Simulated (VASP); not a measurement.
Write the native input for VASP 6.6.1 that does the following.

```yaml
Task: single point
Functional: LDA
Potentials_or_basis: VASP PAW LDA potentials, release 64 (Mg, B)
Cutoff: 520 eV
k_mesh: 15 × 15 × 12
Occupations: fermi-dirac, width 0.05 eV
Spin: no spin polarisation
Dipole_correction: no
Further_INCAR_settings: ALGO = Normal; EDIFF = 1e-06; NBANDS = 11
```

The structure of MgB2 lies in POSCAR:

```
MgB2
1.0
    3.0952499526      0.0000000000      0.0000000000
   -1.5476249763      2.6805650900      0.0000000000
    0.0000000000      0.0000000000      3.5347044049
Mg B
1 2
Direct
    0.0000000000      0.0000000000      0.0000000000
    0.3333333333      0.6666666667      0.5000000000
    0.6666666667      0.3333333333      0.5000000000
```

This cell differs from its parent crystal: volume scaled by 1.01.

One way to write it, as run:

INCAR

```
SYSTEM = MgB2
PREC = Accurate ; ENCUT = 520
EDIFF = 1E-6 ; ISMEAR = -1
SIGMA = 0.05 ; LREAL = .FALSE.
LASPH = .TRUE. ; NELM = 60
ALGO = Normal ; ISIF = 2
LWAVE = .FALSE. ; LCHARG = .FALSE.
NBANDS = 11
```

KPOINTS

```
regular mesh
0
G
  15 15 12
  0 0 0
```

Potentials or basis: VASP PAW LDA potentials, release 64 (Mg, B).

Command:

```sh
$ cat potpaw_LDA.64/Mg/POTCAR potpaw_LDA.64/B/POTCAR > POTCAR
$ mpirun -np 1 vasp_std > vasp.out
```

Results of the run:

```
Pressure               : -9.5 GPa
Band gap on the k mesh : zero (band 4 reaches 6.93 eV, above the bottom of band 5 at 3.16 eV)
```

Run time: 28 s on 1 thread of Intel(R) Xeon(R) Platinum 8259CL CPU @ 2.50GHz (Skylake/Cascade Lake), with other jobs on the host, peak memory 0.18 GiB.
